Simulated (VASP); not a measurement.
Wanted: the native input for a VASP 6.6.1 run.

```
Task                   : relaxation of cell and atoms
Functional             : PBE
Potentials or basis    : VASP PAW PBE potentials, release 64 (C)
Cutoff                 : 600 eV
k mesh                 : 25 × 25 × 25
Occupations            : gaussian, width 0.02 eV
Spin                   : no spin polarisation
Dipole correction      : no
Further INCAR settings : ALGO = Normal; EDIFF = 1e-07; IBRION = 2; EDIFFG = -0.03; NSW = 80; ISIF = 3
```

The structure of C lies in POSCAR:

```
C
1.0
    1.1900000000      1.1900000000      1.1900000000
   -1.1900000000      1.1900000000      1.1900000000
   -1.1900000000     -1.1900000000      1.1900000000
C
1
Direct
    0.0000000000      0.0000000000      0.0000000000
```

One way to write it, as run:

INCAR

```
SYSTEM = C
PREC = Accurate ; ENCUT = 600
EDIFF = 1E-7 ; ISMEAR = 0
SIGMA = 0.02 ; LREAL = .FALSE.
LASPH = .TRUE. ; NELM = 100
ALGO = Normal ; ISIF = 3
LWAVE = .FALSE. ; LCHARG = .FALSE.
GGA = PE ; IBRION = 2
NSW = 80 ; EDIFFG = -0.03
```

KPOINTS

```
Automatic mesh
0
G
  25 25 25
  0 0 0
```

Potentials or basis: VASP PAW PBE potentials, release 64 (C).

Run with:

```console
$ cat potpaw_PBE.64/C/POTCAR > POTCAR
$ mpirun -np 1 vasp_std > vasp.out
```

It gave:

```json
{
  "Relaxed volume": "6.68 Å³/atom",
  "Relaxed cell": "a = 2.054 Å, b = 2.054 Å, c = 2.054 Å, α = 70.53°, β = 109.47°, γ = 70.53°",
  "Space group after relaxing (to 0.05 Å)": "Im-3m (No. 229)",
  "Energy gained by relaxing": "0.3 meV/atom",
  "Ionic steps": "2",
  "Pressure after relaxing": "0.1 GPa",
  "Band gap on the k mesh": "zero (band 2 reaches 17.59 eV, above the bottom of band 3 at 3.54 eV)"
}
```

Run time: 6.2 s on 1 thread of Intel Xeon 6975P-C, on a shared host, peak memory 0.13 GiB.
